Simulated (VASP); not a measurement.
Crystal: As.

```
As
1.0
     1.87741    1.08392    3.70434
    -1.87741    1.08392    3.70434
     0.00000   -2.16785    3.70434
As
2
Direct
  0.22443 0.22443 0.22443
  0.77557 0.77557 0.77557
```

Base run:

* Program: VASP 6.6.1
* Functional: PBE
* Potentials or basis: VASP PAW PBE potentials, release 64 (As)
* Cutoff: 520 eV
* k mesh: 12 × 12 × 12
* Occupations: fermi-dirac, width 0.05 eV
* Spin: no spin polarisation

Its results: band gap on the k mesh zero (band 5 reaches 5.21 eV, above the bottom of band 6 at 4.72 eV); pressure 2.1 GPa; largest force 0.300 eV/Å.

Question: The run is repeated on the same cell with these changes: functional from PBE to r2SCAN. What comes out?

Answer: Band gap on the k mesh zero (band 5 reaches 5.17 eV, above the bottom of band 6 at 4.76 eV); pressure 0.1 GPa; largest force 0.014 eV/Å.

Caveats: the PAW data sets were made with another functional, which shifts forces and pressure a little (some runs).
